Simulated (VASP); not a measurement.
# Re (P6_3/mmc) in VASP: further runs

Runs on Re. Level: LDA. Tasks: single point.

All numbers are computed with VASP 6.6.1; they aren't measurements. Logs are shortened: lines on timing, memory, paths and dates and some standing lists are left out, and cuts for length are marked.

**1. The cell of the first run**

It takes space group P6_3/mmc (No. 194, hexagonal). Conventional cell: a = 2.738 Å, b = 2.738 Å, c = 4.415 Å, α = 90.00°, β = 90.00°, γ = 120.00°. Within 3.6 Å of Re (site symmetry -6m2) lie 12 Re at 2.71 to 2.74 Å.

**2. Single point, LDA**

Contents of INCAR:

```
PREC     = Accurate       # precision mode
ENCUT    = 520            # plane-wave cutoff, eV
EDIFF    = 1E-6           # SCF threshold, eV
ISMEAR   = 0              # smearing method
SIGMA    = 0.1            # smearing width, eV
LREAL    = F              # projectors in reciprocal space
LASPH    = T              # aspherical terms in the spheres
NELM     = 80             # most SCF steps
ALGO     = Normal         # electronic algorithm
ISIF     = 2              # what is computed and relaxed
LWAVE    = F              # write WAVECAR
LCHARG   = T              # write CHGCAR
GGA      = CA             # functional
LELF     = T              # ELF
LVHAR    = T            
NBANDS   = 14             # bands
```

Contents of KPOINTS:

```
Automatic mesh
0
Gamma
  9 9 4
```

Contents of POSCAR:

```
Re
1.0
    2.7375470649      0.0000000000      0.0000000000
   -1.3687735325      2.3707853023      0.0000000000
    0.0000000000      0.0000000000      4.4148488002
Re
2
Direct
    0.3333333333      0.6666666667      0.2500000000
    0.6666666667      0.3333333333      0.7500000000
```

Potentials or basis: VASP PAW LDA potentials, release 64 (Re).

Command:

```sh
cat potpaw_LDA.64/Re/POTCAR > POTCAR
mpirun -np 1 vasp_std > vasp.out
```

OUTCAR:

```text
PREC = Accurate
   ENCUT = 520
   EDIFF = 1E-6
   ISMEAR = 0
   LREAL = F
   LASPH = T
   NELM = 80
   ISIF = 2
   GGA = CA

 ion  position               nearest neighbor table
   1  0.333  0.667  0.250-   2 2.71   2 2.71   2 2.71   2 2.71   2 2.71   2 2.71
   2  0.667  0.333  0.750-   1 2.71   1 2.71   1 2.71   1 2.71   1 2.71   1 2.71

  LATTYP: Found a hexagonal cell.
 ALAT       =     2.7375470649
 C/A-ratio  =     1.6127024287

  Lattice vectors:

 A1 = (   2.7375470649,   0.0000000000,   0.0000000000)
 A2 = (  -1.3687735325,   2.3707853023,   0.0000000000)
 A3 = (   0.0000000000,   0.0000000000,   4.4148488002)

Analysis of symmetry for initial positions (statically):
=====================================================================
 Subroutine PRICEL returns:
 Original cell was already a primitive cell.

 Routine SETGRP: Setting up the symmetry group for a
 hexagonal supercell.

 Subroutine GETGRP returns: Found 24 space group operations
 (whereof 12 operations were pure point group operations)
 out of a pool of 24 trial point group operations.

The static configuration has the point symmetry D_3d.
 The point group associated with its full space group is D_6h.

Analysis of symmetry for dynamics (positions and initial velocities):
=====================================================================
 Subroutine PRICEL returns:
 Original cell was already a primitive cell.

 Routine SETGRP: Setting up the symmetry group for a
 hexagonal supercell.

 Subroutine GETGRP returns: Found 24 space group operations
 (whereof 12 operations were pure point group operations)
 out of a pool of 24 trial point group operations.

The dynamic configuration has the point symmetry D_3d.
 The point group associated with its full space group is D_6h.

 Subroutine INISYM returns: Found 24 space group operations
 (whereof 12 operations are pure point group operations),
 and found     1 'primitive' translations

----------------------------------------------------------------------------------------

                                     Primitive cell

  volume of cell :      28.6530

  direct lattice vectors                    reciprocal lattice vectors
     2.737547065  0.000000000  0.000000000     0.365290523  0.210900582  0.000000000
    -1.368773532  2.370785302  0.000000000     0.000000000  0.421801164  0.000000000
     0.000000000  0.000000000  4.414848800     0.000000000  0.000000000  0.226508323

  length of vectors
     2.737547065  2.737547065  4.414848800     0.421801164  0.421801164  0.226508323

  position of ions in fractional coordinates (direct lattice)
     0.333333333  0.666666667  0.250000000
     0.666666667  0.333333333  0.750000000

  ion indices of the primitive-cell ions
   primitive index   ion index
                 1           1
                 2           2

----------------------------------------------------------------------------------------

 KPOINTS: Automatic mesh

Automatic generation of k-mesh.
 Grid dimensions read from file:
 generate k-points for:    9    9    4

 Generating k-lattice:

  Cartesian coordinates                     Fractional coordinates (reciprocal lattice)
     0.040587836  0.023433398  0.000000000     0.111111111 -0.000000000  0.000000000
     0.000000000  0.046866796  0.000000000     0.000000000  0.111111111  0.000000000
     0.000000000  0.000000000  0.056627081     0.000000000  0.000000000  0.250000000

  Length of vectors
     0.046866796  0.046866796  0.056627081

  Shift w.r.t. Gamma in fractional coordinates (k-lattice)
     0.000000000  0.000000000  0.000000000

 Subroutine IBZKPT returns following result:
 ===========================================

 Found     36 irreducible k-points:

 Following reciprocal coordinates:
            Coordinates               Weight
  0.000000  0.000000  0.000000      1.000000
  0.111111  0.000000  0.000000      6.000000
  0.222222  0.000000  0.000000      6.000000
  0.333333  0.000000  0.000000      6.000000
  0.444444  0.000000  0.000000      6.000000
  0.111111  0.111111  0.000000      6.000000
[... 16 lines left out ...]
  0.333333  0.222222  0.250000     24.000000
  0.333333  0.333333  0.250000      4.000000
 [... further k-points ...]
   k-points           NKPTS =     36   k-points in BZ     NKDIM =     36   number of bands    NBANDS=     14
   number of dos      NEDOS =    301   number of ions     NIONS =      2
   total plane-waves  NPLWV =  14400
   dimension x,y,z NGX =    20 NGY =   20 NGZ =   36
   dimension x,y,z NGXF=    40 NGYF=   40 NGZF=   72
   ions per type =               2
   NGX,Y,Z   is equivalent  to a cutoff of  12.15, 12.15, 13.56 a.u.
   NGXF,Y,Z  is equivalent  to a cutoff of  24.29, 24.29, 27.11 a.u.
 SYSTEM =  unknown system
   PREC   = accura    normal or accurate (medium, high low for compatibility)
   ISTART =      0    job   : 0-new  1-cont  2-samecut
   ICHARG =      2    charge: 1-file 2-atom 10-const
   ISPIN  =      1    spin polarized calculation?
   LNONCOLLINEAR =      F non collinear calculations
   LSORBIT =      F    spin-orbit coupling
   LASPH  =      T    aspherical Exc in radial PAW
   ENCUT  =  520.0 eV  38.22 Ry    6.18 a.u.   5.09  5.09  8.21*2*pi/ulx,y,z
   NELM   =     80;   NELMIN=  2; NELMDL= -5     # of ELM steps
   EDIFF  = 0.1E-05   stopping-criterion for ELM
   LREAL  =      F    real-space projection
   EDIFFG = 0.1E-04   stopping-criterion for IOM
   NSW    =      0    number of steps for IOM
   IBRION =     -1    ionic relax: 0-MD 1-quasi-New 2-CG
   NFREE  =      0    steps in history (QN), initial steepest desc. (CG)
   ISIF   =      2    stress and relaxation
   ISYM   =      2    0-nonsym 1-usesym 2-fastsym
   POTIM  = 0.5000    time-step for ionic-motion
   TEBEG  =    0.0;   TEEND  =   0.0 temperature during run
   PSTRESS=    0.0 pullay stress
   NELECT =      14.0000    total number of electrons
   NUPDOWN=      -1.0000    fix difference up-down
   EMIN   =  10.00;   EMAX   =-10.00  energy-range for DOS
   EFERMI =   0.00;   METHOD = LEGACY
   ISMEAR =     0;   SIGMA  =   0.10  broadening in eV -4-tet -1-fermi 0-gaus
   EFERMI_NEDOS =   21; number of points for ismear=-14 and -15
   IALGO  =     38    algorithm
   IMIX   =      4    mixing-type and parameters
     AMIX     =   0.40;   BMIX     =  1.00
     AMIX_MAG =   1.60;   BMIX_MAG =  1.00
  volume/ion in A,a.u.               =      14.33        96.68
  Fermi-wavevector in a.u.,A,eV,Ry     =   1.289420  2.436650 22.621088  1.662603
  Thomas-Fermi vector in A             =   2.421314
   LORBIT       =      0    0 simple, 1 ext, 2 COOP (PROOUT), +10 PAW based schemes
   GGA     = CA    functional components
   LHFCALC =     F    Hartree Fock is set to
   AEXX    =    0.0000 exact exchange contribution
   IVDW    =     0    specifies the selected vdW correction
   LEPSILON=     F    determine dielectric tensor
   LRPA    =     F    only Hartree local field effects (RPA)
 non-spin polarized calculation
 Gauss-broadening in eV      SIGMA  =   0.10
  energy-cutoff  :      520.00
  volume of cell :       28.65
 maximum number of plane-waves:       783
   NGX = 11   NGY = 11   NGZ = 17

 number of electron      14.0000001 magnetization

 Free energy of the ion-electron system (eV)
  ---------------------------------------------------
  ext. energy  EPLUGINS =         0.00000000
  ---------------------------------------------------
  free energy    TOTEN  =       -27.53064011 eV

  energy without entropy =      -27.52384364  energy(sigma->0) =      -27.52724187

 E-fermi :   8.2025     XC(G=0): -13.9852

 val. band max:        8.1985110935   @ k =   0.1111   0.1111   0.0000
 cond. band min:       8.2381051235   @ k =   0.3333   0.3333   0.5000
 fundamental gap:      0.0395940300
 Fermi energy:         8.2024739464

 k-point     1 :       0.0000    0.0000    0.0000
  band No.  band energies     occupation
      1      -1.7890      2.00000
      2       1.3820      2.00000
      3       6.5102      2.00000
      4       6.5102      2.00000
      5       6.5351      2.00000
      6       7.3875      2.00000
      7       7.3875      2.00000
      8       8.3418      0.04877
      9       8.3418      0.04877
     10       9.0087      0.00000
     11      11.6628      0.00000
     12      11.6628      0.00000
     13      18.5962      0.00000
     14      22.4246      0.00000

 k-point     2 :       0.1111    0.0000    0.0000
  band No.  band energies     occupation
      1      -1.2757      2.00000
      2       1.8526      2.00000
      3       5.6936      2.00000
      4       6.9846      2.00000
      5       6.9880      2.00000
      6       7.2148      2.00000
      7       7.2885      2.00000
      8       7.8390      2.00000
      9       7.9654      1.99920
     10       8.2734      0.31596
     11      11.9159      0.00000
     12      13.5604      0.00000
     13      18.5591      0.00000
     14      23.5440      0.00000

 k-point     3 :       0.2222    0.0000    0.0000
  band No.  band energies     occupation
      1       0.0595      2.00000
      2       2.7248      2.00000
      3       5.0471      2.00000
      4       5.1831      2.00000
      5       6.3872      2.00000
      6       7.2177      2.00000
      7       7.6930      2.00000
      8       8.3501      0.03678
      9       8.4091      0.00348
     10       9.1097      0.00000
     11      12.3382      0.00000
     12      16.4247      0.00000
     13      18.1876      0.00000
     14      24.5279      0.00000

 k-point     4 :       0.3333    0.0000    0.0000
  band No.  band energies     occupation
      1       1.4838      2.00000
      2       2.5573      2.00000
      3       3.6586      2.00000
      4       5.4728      2.00000
      5       6.5530      2.00000
      6       6.7426      2.00000
      7       7.1531      2.00000
      8      10.3182      0.00000
      9      10.3418      0.00000
     10      10.9009      0.00000
     11      12.6161      0.00000
     12      17.7212      0.00000
     13      19.0972      0.00000
     14      20.9375      0.00000

 k-point     5 :       0.4444    0.0000    0.0000
  band No.  band energies     occupation
      1       2.0003      2.00000
      2       2.2178      2.00000
      3       2.8565      2.00000
      4       6.1811      2.00000
      5       6.3099      2.00000
      6       6.8412      2.00000
      7       7.5134      2.00000
      8      12.0282      0.00000
      9      12.5494      0.00000
     10      12.7294      0.00000
     11      13.2150      0.00000
[... 276 lines left out ...]
 k-point    22 :       0.2222    0.2222    0.2500
  band No.  band energies     occupation
      1       2.5797      2.00000
      2       3.0810      2.00000
      3       4.1591      2.00000
      4       4.6430      2.00000
      5       6.1269      2.00000
      6       6.3499      2.00000
      7       6.9202      2.00000
      8       9.5768      0.00000
      9      10.7792      0.00000
     10      12.3230      0.00000
     11      13.4580      0.00000
     12      16.2148      0.00000
     13      19.2914      0.00000
     14      21.3854      0.00000

 k-point    23 :       0.3333    0.2222    0.2500
  band No.  band energies     occupation
      1       2.5969      2.00000
      2       3.7002      2.00000
      3       3.8603      2.00000
      4       4.5881      2.00000
      5       5.7162      2.00000
      6       6.6946      2.00000
      7       7.8810      1.99999
      8      10.1430      0.00000
      9      11.0460      0.00000
     10      12.5938      0.00000
     11      15.1496      0.00000
     12      16.3456      0.00000
     13      19.0948      0.00000
     14      19.5818      0.00000

 k-point    24 :       0.3333    0.3333    0.2500
  band No.  band energies     occupation
      1       3.2753      2.00000
      2       3.7632      2.00000
      3       3.7632      2.00000
      4       4.7668      2.00000
      5       5.9945      2.00000
      6       5.9945      2.00000
      7       8.0218      1.98941
      8      10.0563      0.00000
      9      11.5872      0.00000
     10      11.5872      0.00000
     11      15.8643      0.00000
     12      15.8643      0.00000
     13      18.8138      0.00000
     14      21.8608      0.00000

 [... further k-points ...]

------------------------ aborting loop because EDIFF is reached ----------------------------------------

  FORCE on cell =-STRESS in cart. coord.  units (eV):
  Direction    XX          YY          ZZ          XY          YZ          ZX
  --------------------------------------------------------------------------------------
  -------------------------------------------------------------------------------------
  Total        0.3072378      0.3072378      0.2740464     -0.0000000      0.0000000      0.0000000
  in kB       17.1797000     17.1797000     15.3237510     -0.0000000      0.0000000      0.0000000
  external PRESSURE =      16.5610503 kB  Pullay stress =       0.0000000 kB

 VOLUME and BASIS-vectors are now :
 -----------------------------------------------------------------------------
  energy-cutoff  :      520.00
  volume of cell :       28.65
      direct lattice vectors                 reciprocal lattice vectors
     2.737547065  0.000000000  0.000000000     0.365290523  0.210900582  0.000000000
    -1.368773532  2.370785302  0.000000000     0.000000000  0.421801164  0.000000000
     0.000000000  0.000000000  4.414848800     0.000000000  0.000000000  0.226508323

 POSITION                                       TOTAL-FORCE (eV/Angst)
 -----------------------------------------------------------------------------------
     -0.00000      1.58052      1.10371        -0.000000     -0.000000      0.000000
      1.36877      0.79026      3.31114         0.000000      0.000000      0.000000
 -----------------------------------------------------------------------------------
    total drift:                               -0.000000      0.000000     -0.000000

  FREE ENERGIE OF THE ION-ELECTRON SYSTEM (eV)
  ---------------------------------------------------
  free  energy   TOTEN  =       -27.5306401071 eV

  energy  without entropy=      -27.5238436394  energy(sigma->0) =      -27.52724187
```

Run time: 23 s. Hardware: 1 thread of Intel Xeon 8259CL, shared host; peak memory 0.13 GiB.

Results:

- Free energy: -27.5306 eV
- Pressure: 1.7 GPa
- Band gap on the k mesh: zero (bands 7 and 8 overlap by 3.02 eV)

Caveat: spin-orbit coupling is left out, which moves the levels of the heavy elements.

**3. Single point, LDA (13.04 Å³/atom)**

This run uses another cell than the first one, of 13.04 Å³/atom.

Contents of INCAR:

```
  PREC = Accurate
  ENCUT = 520
  EDIFF = 1E-6
  ISMEAR = 0
  SIGMA = 0.1
  LREAL = F
  LASPH = T
  NELM = 80
  ALGO = Fast
  ISIF = 2
  LWAVE = F
  LCHARG = F
  NBANDS = 14
```

Contents of KPOINTS:

```
regular mesh
0
Gamma
  18 18 10
```

Contents of POSCAR:

```
Re
1.0
    2.6522233174      0.0000000000      0.0000000000
   -1.3261116587      2.2968927694      0.0000000000
    0.0000000000      0.0000000000      4.2814940161
Re
2
Direct
    0.3333333333      0.6666666667      0.2500000000
    0.6666666667      0.3333333333      0.7500000000
```

Potentials or basis: VASP PAW LDA potentials, release 64 (Re).

Command:

```sh
cat potpaw_LDA.64/Re/POTCAR > POTCAR
mpirun -np 1 vasp_std > vasp.out
```

Run time: 1.7 min. Hardware: 1 thread of Intel Xeon 8259CL, shared host; peak memory 0.19 GiB.

It converged, with:

```yaml
Free_energy: -27.1446 eV
Pressure: 50.2 GPa
Band_gap_on_the_k_mesh: zero (bands 7 and 8 overlap by 4.14 eV)
```

Stress tensor (GPa, compression positive):
```
50.30  0.00  0.00
 0.00 50.30  0.00
 0.00  0.00 50.11
```

Levels at points of the mesh, in eV from the Fermi level:
| k point | band 5 | band 6 | band 7 | band 8 | band 9 | band 10 |
| --- | --- | --- | --- | --- | --- | --- |
| (0.00, 0.00, 0.00) | -1.95 | -0.95 | -0.95 | 0.14 | 0.14 | 1.09 |
| (0.50, 0.00, 0.00) | -1.64 | -1.54 | -0.66 | 4.73 | 5.24 | 5.39 |
| (0.00, 0.00, 0.50) | -2.12 | -2.12 | -2.12 | -2.12 | 3.00 | 3.00 |
| (0.50, 0.00, 0.50) | 0.39 | 0.39 | 1.33 | 1.33 | 5.11 | 5.11 |

Caveat: the cell stands under pressure; spin-orbit coupling is left out, which moves the levels of the heavy elements.

The gap in the log of VASP goes by the Fermi energy; the results here count the filled bands.